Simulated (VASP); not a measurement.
# Ir (Fm-3m) in VASP: notebook

Ir is run at these levels: PBEsol; tasks: single point.

All numbers are computed with VASP 6.6.1; they aren't measurements. Logs are shortened: lines on timing, memory, paths and dates and some standing lists are left out, and cuts for length are marked.

### Step 1. The cell of the first run

It takes space group Fm-3m (No. 225, cubic). Conventional cell: a = 3.868 Å, b = 3.868 Å, c = 3.868 Å, α = 90.00°, β = 90.00°, γ = 90.00°. Ir (site symmetry m-3m) has 12 Ir at 2.74 Å within 3.6 Å.

### Step 2. Single point, PBEsol (volume scaled by 1.03)

The input, INCAR:

```
SYSTEM = Ir
PREC     = Accurate       ! precision mode
ENCUT    = 520            ! plane-wave cutoff, eV
EDIFF    = 1E-6           ! SCF threshold, eV
ISMEAR   = 0              ! smearing method
SIGMA    = 0.1            ! smearing width, eV
LREAL    = .FALSE.        ! projectors in reciprocal space
LASPH    = .TRUE.         ! aspherical terms in the spheres
NELM     = 60             ! most SCF steps
ALGO     = Normal         ! electronic algorithm
ISIF     = 2              ! what is computed and relaxed
LWAVE    = .FALSE.        ! write WAVECAR
LCHARG   = .FALSE.        ! write CHGCAR
GGA      = PS             ! functional
NBANDS   = 10             ! bands
```

The input, KPOINTS:

```
regular mesh
0
G
  18 18 18
  0 0 0
```

The input, POSCAR:

```
Ir
1.0
    0.0000000000      1.9340923407      1.9340923407
    1.9340923407      0.0000000000      1.9340923407
    1.9340923407      1.9340923407      0.0000000000
Ir
1
Direct
    0.0000000000      0.0000000000      0.0000000000
```

Potentials or basis: VASP PAW PBE potentials, release 64 (Ir).

Launch:

```sh
> cat potpaw_PBE.64/Ir/POTCAR > POTCAR
> mpirun -np 1 vasp_std > vasp.out
```

OUTCAR:

```text
SYSTEM = Ir
   PREC = Accurate
   ENCUT = 520
   EDIFF = 1E-6
   ISMEAR = 0
   LREAL = .FALSE.
   LASPH = .TRUE.
   NELM = 60
   ISIF = 2
   GGA = PS

 ion  position               nearest neighbor table
   1  0.000  0.000  0.000-

  LATTYP: Found a face centered cubic cell.
 ALAT       =     3.8681846814

  Lattice vectors:

 A1 = (   0.0000000000,   1.9340923407,   1.9340923407)
 A2 = (   1.9340923407,   0.0000000000,   1.9340923407)
 A3 = (   1.9340923407,   1.9340923407,   0.0000000000)

Analysis of symmetry for initial positions (statically):
=====================================================================
 Subroutine PRICEL returns:
 Original cell was already a primitive cell.

 Routine SETGRP: Setting up the symmetry group for a
 face centered cubic supercell.

 Subroutine GETGRP returns: Found 48 space group operations
 (whereof 48 operations were pure point group operations)
 out of a pool of 48 trial point group operations.

The static configuration has the point symmetry O_h .

Analysis of symmetry for dynamics (positions and initial velocities):
=====================================================================
 Subroutine PRICEL returns:
 Original cell was already a primitive cell.

 Routine SETGRP: Setting up the symmetry group for a
 face centered cubic supercell.

 Subroutine GETGRP returns: Found 48 space group operations
 (whereof 48 operations were pure point group operations)
 out of a pool of 48 trial point group operations.

The dynamic configuration has the point symmetry O_h .

 Subroutine INISYM returns: Found 48 space group operations
 (whereof 48 operations are pure point group operations),
 and found     1 'primitive' translations

----------------------------------------------------------------------------------------

                                     Primitive cell

  volume of cell :      14.4698

  direct lattice vectors                    reciprocal lattice vectors
     0.000000000  1.934092341  1.934092341    -0.258519198  0.258519198  0.258519198
     1.934092341  0.000000000  1.934092341     0.258519198 -0.258519198  0.258519198
     1.934092341  1.934092341  0.000000000     0.258519198  0.258519198 -0.258519198

  length of vectors
     2.735219619  2.735219619  2.735219619     0.447768385  0.447768385  0.447768385

  position of ions in fractional coordinates (direct lattice)
     0.000000000  0.000000000  0.000000000

  ion indices of the primitive-cell ions
   primitive index   ion index
                 1           1

----------------------------------------------------------------------------------------

 KPOINTS: regular mesh

Automatic generation of k-mesh.
 Grid dimensions read from file:
 generate k-points for:   18   18   18

 Generating k-lattice:

  Cartesian coordinates                     Fractional coordinates (reciprocal lattice)
    -0.014362178  0.014362178  0.014362178     0.055555556  0.000000000  0.000000000
     0.014362178 -0.014362178  0.014362178     0.000000000  0.055555556  0.000000000
     0.014362178  0.014362178 -0.014362178     0.000000000  0.000000000  0.055555556

  Length of vectors
     0.024876021  0.024876021  0.024876021

  Shift w.r.t. Gamma in fractional coordinates (k-lattice)
     0.000000000  0.000000000  0.000000000

 Subroutine IBZKPT returns following result:
 ===========================================

 Found    195 irreducible k-points:

 Following reciprocal coordinates:
            Coordinates               Weight
  0.000000  0.000000  0.000000      1.000000
  0.055556  0.000000  0.000000      8.000000
  0.111111  0.000000  0.000000      8.000000
  0.166667  0.000000  0.000000      8.000000
  0.222222  0.000000  0.000000      8.000000
  0.277778  0.000000  0.000000      8.000000
[... 16 lines left out ...]
 -0.277778  0.055556  0.000000     24.000000
 -0.222222  0.055556  0.000000     24.000000
 [... further k-points ...]
   k-points           NKPTS =    195   k-points in BZ     NKDIM =    195   number of bands    NBANDS=     10
   number of dos      NEDOS =    301   number of ions     NIONS =      1
   total plane-waves  NPLWV =   8000
   dimension x,y,z NGX =    20 NGY =   20 NGZ =   20
   dimension x,y,z NGXF=    40 NGYF=   40 NGZF=   40
   ions per type =               1
   NGX,Y,Z   is equivalent  to a cutoff of  12.16, 12.16, 12.16 a.u.
   NGXF,Y,Z  is equivalent  to a cutoff of  24.31, 24.31, 24.31 a.u.
 SYSTEM =  Ir
   PREC   = accura    normal or accurate (medium, high low for compatibility)
   ISTART =      0    job   : 0-new  1-cont  2-samecut
   ICHARG =      2    charge: 1-file 2-atom 10-const
   ISPIN  =      1    spin polarized calculation?
   LNONCOLLINEAR =      F non collinear calculations
   LSORBIT =      F    spin-orbit coupling
   LASPH  =      T    aspherical Exc in radial PAW
   ENCUT  =  520.0 eV  38.22 Ry    6.18 a.u.   5.09  5.09  5.09*2*pi/ulx,y,z
   NELM   =     60;   NELMIN=  2; NELMDL= -5     # of ELM steps
   EDIFF  = 0.1E-05   stopping-criterion for ELM
   LREAL  =      F    real-space projection
   EDIFFG = 0.1E-04   stopping-criterion for IOM
   NSW    =      0    number of steps for IOM
   IBRION =     -1    ionic relax: 0-MD 1-quasi-New 2-CG
   NFREE  =      0    steps in history (QN), initial steepest desc. (CG)
   ISIF   =      2    stress and relaxation
   ISYM   =      2    0-nonsym 1-usesym 2-fastsym
   POTIM  = 0.5000    time-step for ionic-motion
   TEBEG  =    0.0;   TEEND  =   0.0 temperature during run
   PSTRESS=    0.0 pullay stress
   NELECT =       9.0000    total number of electrons
   NUPDOWN=      -1.0000    fix difference up-down
   EMIN   =  10.00;   EMAX   =-10.00  energy-range for DOS
   EFERMI =   0.00;   METHOD = LEGACY
   ISMEAR =     0;   SIGMA  =   0.10  broadening in eV -4-tet -1-fermi 0-gaus
   EFERMI_NEDOS =   21; number of points for ismear=-14 and -15
   IALGO  =     38    algorithm
   IMIX   =      4    mixing-type and parameters
     AMIX     =   0.40;   BMIX     =  1.00
     AMIX_MAG =   1.60;   BMIX_MAG =  1.00
  volume/ion in A,a.u.               =      14.47        97.65
  Fermi-wavevector in a.u.,A,eV,Ry     =   1.397446  2.640791 26.570221  1.952856
  Thomas-Fermi vector in A             =   2.520702
   LORBIT       =      0    0 simple, 1 ext, 2 COOP (PROOUT), +10 PAW based schemes
   GGA     = PS    functional components
   LHFCALC =     F    Hartree Fock is set to
   AEXX    =    0.0000 exact exchange contribution
   IVDW    =     0    specifies the selected vdW correction
   LEPSILON=     F    determine dielectric tensor
   LRPA    =     F    only Hartree local field effects (RPA)
 non-spin polarized calculation
 Gauss-broadening in eV      SIGMA  =   0.10
  energy-cutoff  :      520.00
  volume of cell :       14.47
 maximum number of plane-waves:       397
   NGX = 11   NGY = 11   NGZ = 11

 number of electron       9.0000000 magnetization

 Free energy of the ion-electron system (eV)
  ---------------------------------------------------
  ext. energy  EPLUGINS =         0.00000000
  ---------------------------------------------------
  free energy    TOTEN  =        -9.81140044 eV

  energy without entropy =       -9.80608179  energy(sigma->0) =       -9.80874112

 E-fermi :   9.8902     XC(G=0): -13.9695

 val. band max:        9.8853623565   @ k =   0.5000   0.2222   0.1111
 cond. band min:       9.8977721680   @ k =   0.3333   0.1111   0.0556
 fundamental gap:      0.0124098116
 Fermi energy:         9.8902045005

 k-point     1 :       0.0000    0.0000    0.0000
  band No.  band energies     occupation
      1      -1.0898      2.00000
      2       6.0868      2.00000
      3       6.0868      2.00000
      4       6.0868      2.00000
      5       8.7068      2.00000
      6       8.7068      2.00000
      7      24.2190      0.00000
      8      29.6578      0.00000
      9      29.6578      0.00000
     10      29.6578      0.00000

 k-point     2 :       0.0556    0.0000    0.0000
  band No.  band energies     occupation
      1      -0.9554      2.00000
      2       6.0153      2.00000
      3       6.1451      2.00000
      4       6.1451      2.00000
      5       8.6694      2.00000
      6       8.6694      2.00000
      7      24.4497      0.00000
      8      28.9142      0.00000
      9      29.8767      0.00000
     10      29.8767      0.00000

 k-point     3 :       0.1111    0.0000    0.0000
  band No.  band energies     occupation
      1      -0.5655      2.00000
      2       5.8315      2.00000
      3       6.2980      2.00000
      4       6.2980      2.00000
      5       8.5877      2.00000
      6       8.5877      2.00000
      7      25.0828      0.00000
      8      27.4579      0.00000
      9      30.5125      0.00000
     10      30.5125      0.00000

 k-point     4 :       0.1667    0.0000    0.0000
  band No.  band energies     occupation
      1       0.0340      2.00000
      2       5.6216      2.00000
      3       6.4703      2.00000
      4       6.4703      2.00000
      5       8.5567      2.00000
      6       8.5567      2.00000
      7      25.7436      0.00000
      8      26.0742      0.00000
      9      31.5022      0.00000
     10      31.5022      0.00000
[... 222 lines left out ...]
 k-point    22 :      -0.3333    0.0556    0.0000
  band No.  band energies     occupation
      1       1.9756      2.00000
      2       6.1851      2.00000
      3       6.3227      2.00000
      4       6.5543      2.00000
      5       9.4964      2.00000
      6      10.3658      0.00000
      7      20.3472      0.00000
      8      25.1355      0.00000
      9      30.2862      0.00000
     10      32.3471      0.00000

 k-point    23 :      -0.2778    0.0556    0.0000
  band No.  band energies     occupation
      1       1.6724      2.00000
      2       5.7530      2.00000
      3       6.3925      2.00000
      4       6.4982      2.00000
      5       8.8945      2.00000
      6       9.7778      1.88818
      7      22.2008      0.00000
      8      26.0735      0.00000
      9      31.2951      0.00000
     10      33.4477      0.00000

 k-point    24 :      -0.2222    0.0556    0.0000
  band No.  band energies     occupation
      1       1.0908      2.00000
      2       5.4323      2.00000
      3       6.5340      2.00000
      4       6.6242      2.00000
      5       8.4275      2.00000
      6       9.2572      2.00000
      7      23.8829      0.00000
      8      26.6908      0.00000
      9      31.6348      0.00000
     10      32.8692      0.00000

 [... further k-points ...]
[... 5 lines left out ...]
  --------------------------------------------------------------------------------------
  -------------------------------------------------------------------------------------
  Total       -0.8876683     -0.8876683     -0.8876683      0.0000000     -0.0000000     -0.0000000
  in kB      -98.2878198    -98.2878198    -98.2878198      0.0000000     -0.0000000     -0.0000000
  external PRESSURE =     -98.2878198 kB  Pullay stress =       0.0000000 kB

 VOLUME and BASIS-vectors are now :
 -----------------------------------------------------------------------------
  energy-cutoff  :      520.00
  volume of cell :       14.47
      direct lattice vectors                 reciprocal lattice vectors
     0.000000000  1.934092341  1.934092341    -0.258519198  0.258519198  0.258519198
     1.934092341  0.000000000  1.934092341     0.258519198 -0.258519198  0.258519198
     1.934092341  1.934092341  0.000000000     0.258519198  0.258519198 -0.258519198

 POSITION                                       TOTAL-FORCE (eV/Angst)
 -----------------------------------------------------------------------------------
      0.00000      0.00000      0.00000         0.000000      0.000000      0.000000
 -----------------------------------------------------------------------------------
    total drift:                                0.000000      0.000000      0.000000

  FREE ENERGIE OF THE ION-ELECTRON SYSTEM (eV)
  ---------------------------------------------------
  free  energy   TOTEN  =        -9.8114004436 eV

  energy  without entropy=       -9.8060817878  energy(sigma->0) =       -9.80874112
```

It took 21 s on 1 thread of Intel Xeon Platinum 8488C (Sapphire Rapids), shared host; peak memory 0.15 GiB.

Results:

```
Free energy : -9.8114 eV
Pressure    : -9.8 GPa
```

Caveat: the PAW data sets were made with another functional, which shifts forces and pressure a little; spin-orbit coupling is left out, which moves the levels of the heavy elements.

### Step 3. Single point, PBEsol (volume scaled by 1.06)

The input, INCAR:

```
SYSTEM = Ir
PREC = Accurate ; ENCUT = 520
EDIFF = 1E-7 ; ISMEAR = 0
SIGMA = 0.1 ; LREAL = .FALSE.
LASPH = .TRUE. ; NELM = 80
ALGO = Normal ; ISIF = 2
LWAVE = .FALSE. ; LCHARG = .FALSE.
GGA = PS ; NBANDS = 10
```

KPOINTS is that of step 2.

The input, POSCAR:

```
Ir
1.0
    0.0000000000      1.9526905234      1.9526905234
    1.9526905234      0.0000000000      1.9526905234
    1.9526905234      1.9526905234      0.0000000000
Ir
1
Direct
    0.0000000000      0.0000000000      0.0000000000
```

Potentials or basis: VASP PAW PBE potentials, release 64 (Ir).

Launch:

```sh
> cat potpaw_PBE.64/Ir/POTCAR > POTCAR
> mpirun -np 1 vasp_std > vasp.out
```

Wall time 20 s (1 thread of Intel Xeon Platinum 8488C (Sapphire Rapids), shared host); peak memory 0.16 GiB.

It converged, with:

```yaml
Free_energy: -9.7735 eV
Pressure: -18.8 GPa
```

Levels at points of the mesh, in eV from the Fermi level:
| k point | band 1 | band 2 | band 3 | band 4 | band 5 | band 6 | band 7 | band 8 |
| --- | --- | --- | --- | --- | --- | --- | --- | --- |
| (0.00, 0.00, 0.00) | -10.67 | -3.64 | -3.64 | -3.64 | -1.13 | -1.13 | 14.38 | 19.65 |
| (0.50, 0.00, 0.00) | -7.64 | -3.72 | -3.72 | -0.71 | 0.79 | 0.79 | 6.69 | 13.90 |
| (0.50, 0.50, 0.00) | -7.39 | -6.85 | 0.77 | 1.31 | 1.31 | 1.63 | 9.75 | 11.39 |

Caveat: the PAW data sets were made with another functional, which shifts forces and pressure a little; spin-orbit coupling is left out, which moves the levels of the heavy elements.

### Step 4. Single point, PBEsol (volume scaled by 0.88)

The input, INCAR:

```
SYSTEM = Ir
ALGO = Normal
EDIFF = 1E-6
ENCUT = 520
GGA = PS
ISIF = 2
ISMEAR = 0
LASPH = .TRUE.
LCHARG = .FALSE.
LREAL = .FALSE.
LWAVE = .FALSE.
NBANDS = 10
NELM = 60
PREC = Accurate
SIGMA = 0.1
```

The input, KPOINTS:

```
k-points
0
G
  18 18 18
  0 0 0
```

The input, POSCAR:

```
Ir
1.0
    0.0000000000      1.8352378359      1.8352378359
    1.8352378359      0.0000000000      1.8352378359
    1.8352378359      1.8352378359      0.0000000000
Ir
1
Direct
    0.0000000000      0.0000000000      0.0000000000
```

Launch:

```sh
> cat potpaw_PBE.64/Ir/POTCAR > POTCAR
> mpirun -np 1 vasp_std > vasp.out
```

Run time: 25 s. Hardware: 1 thread of Intel Xeon 8259CL, shared host; peak memory 0.15 GiB.

Results (log left out):

- Free energy: -9.4899 eV
- Pressure: 70.6 GPa

Levels at points of the mesh, in eV from the Fermi level:
| k point | band 1 | band 2 | band 3 | band 4 | band 5 | band 6 | band 7 | band 8 | band 9 |
| --- | --- | --- | --- | --- | --- | --- | --- | --- | --- |
| (0.00, 0.00, 0.00) | -12.77 | -4.85 | -4.85 | -4.85 | -1.49 | -1.49 | 13.90 | 20.31 | 20.31 |
| (0.50, 0.00, 0.00) | -9.75 | -4.99 | -4.99 | -1.19 | 1.12 | 1.12 | 8.70 | 13.47 | 20.87 |
| (0.50, 0.50, 0.00) | -9.71 | -9.05 | 1.10 | 1.64 | 1.85 | 1.85 | 12.28 | 12.28 | 12.44 |

Caveat: the PAW data sets were made with another functional, which shifts forces and pressure a little; spin-orbit coupling is left out, which moves the levels of the heavy elements.

### Step 5. Single point, PBEsol (volume scaled by 0.91)

The input, INCAR:

```
PREC = Accurate
ENCUT = 520
EDIFF = 1E-6
ISMEAR = 0
SIGMA = 0.1
LREAL = False
LASPH = True
NELM = 60
ALGO = Fast
ISIF = 2
LWAVE = False
LCHARG = False
GGA = PS
NBANDS = 10
```

The input, KPOINTS:

```
regular mesh
0
Gamma
  18 18 18
```

The input, POSCAR:

```
Ir
1.0
    0.0000000000      1.8558602118      1.8558602118
    1.8558602118      0.0000000000      1.8558602118
    1.8558602118      1.8558602118      0.0000000000
Ir
1
Direct
    0.0000000000      0.0000000000      0.0000000000
```

Launch:

```sh
> cat potpaw_PBE.64/Ir/POTCAR > POTCAR
> mpirun -np 1 vasp_std > vasp.out
```

Run time: 56 s. Hardware: 1 thread of Intel Xeon 8259CL, shared host; peak memory 0.15 GiB.

The run converged. Its results:

```
Free energy : -9.6454 eV
Pressure    : 48.3 GPa
```

Levels at points of the mesh, in eV from the Fermi level:
| k point | band 2 | band 3 | band 4 | band 5 | band 6 | band 7 |
| --- | --- | --- | --- | --- | --- | --- |
| (0.00, 0.00, 0.00) | -4.61 | -4.61 | -4.61 | -1.42 | -1.42 | 14.01 |
| (0.50, 0.00, 0.00) | -4.74 | -4.74 | -1.12 | 1.05 | 1.05 | 8.29 |
| (0.50, 0.50, 0.00) | -8.61 | 1.03 | 1.62 | 1.74 | 1.74 | 11.91 |

Caveat: the PAW data sets were made with another functional, which shifts forces and pressure a little; spin-orbit coupling is left out, which moves the levels of the heavy elements.

### Step 6. Summary

| cell | gap on the mesh (eV) | pressure (GPa) |
| --- | --- | --- |
| a = 2.735 Å, angles 60.0°, 1 atom | none | -9.8 |
| a = 2.762 Å, angles 60.0°, 1 atom | none | -18.8 |
| a = 2.595 Å, angles 60.0°, 1 atom | none | 70.6 |
| a = 2.625 Å, angles 60.0°, 1 atom | none | 48.3 |

Alike in all rows: task single point; level PBEsol; potentials or basis VASP PAW PBE potentials, release 64 (Ir); no spin polarisation; k mesh 18 × 18 × 18; cutoff (eV) 520; smearing gaussian 0.1 eV.

Caveats: the PAW data sets were made with another functional, which shifts forces and pressure a little; spin-orbit coupling is left out, which moves the levels of the heavy elements.

Total energies depend on the potentials used, so only differences within one code and one set of settings carry meaning.
